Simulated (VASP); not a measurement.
# GeSb2Te4: single point with PBE

GeSb2Te4:

```xyz
7
Lattice="2.1629 1.2487 13.1552 -2.1629 1.2487 13.1552 0.0000 -2.4975 13.1552" Properties=species:S:1:pos:R:3 pbc="T T T"
Ge    0.0000    0.0000    0.0000
Sb    0.0000    0.0000    5.5554
Sb    0.0000    0.0000   33.9101
Te    0.0000    0.0000   16.9713
Te    0.0000    0.0000   22.4943
Te    0.0000    0.0000   11.5163
Te    0.0000    0.0000   27.9492
```

```yaml
Program: VASP 6.6.1
Task: single point
Functional: PBE
Potentials_or_basis: VASP PAW PBE potentials, release 64 (Ge_d, Sb, Te)
Cutoff: 520 eV
k_mesh: 12 × 12 × 12
Occupations: gaussian, width 0.1 eV
Spin: no spin polarisation
Dipole_correction: no
Further_INCAR_settings: ALGO = Normal; EDIFF = 1e-06; NBANDS = 33
```

```yaml
Pressure: 0.0 GPa
Largest_force: 0.025 eV/Å
Band_gap_on_the_k_mesh: zero (bands 24 and 25 overlap by 0.32 eV)
```

Forces in eV/Å, atoms in the order of the input:
```
Ge   0.000  0.000  0.000
Sb   0.000  0.000  0.025
Sb   0.000  0.000 -0.025
Te   0.000  0.000 -0.020
Te   0.000  0.000  0.020
Te   0.000  0.000 -0.011
Te   0.000  0.000  0.011
```

Levels at points of the mesh, in eV from the Fermi level:
| k point | band 22 | band 23 | band 24 | band 25 | band 26 | band 27 |
| --- | --- | --- | --- | --- | --- | --- |
| (0.00, 0.00, 0.00) | -1.10 | -0.89 | -0.09 | 0.07 | 0.07 | 0.67 |
| (0.50, 0.00, 0.00) | -1.42 | -1.37 | -0.39 | 0.19 | 0.75 | 1.04 |
| (0.50, 0.50, 0.00) | -1.99 | -0.77 | -0.14 | 0.04 | 0.15 | 1.65 |
| (0.50, 0.50, 0.50) | -0.89 | -0.89 | -0.17 | -0.17 | 0.23 | 0.26 |

Wall time 2 h on 1 thread of Intel(R) Xeon(R) 6975P-C (Granite Rapids) (shared host), peak memory 2.6 GiB.

Caveat: spin-orbit coupling is left out, which moves the levels of the heavy elements.
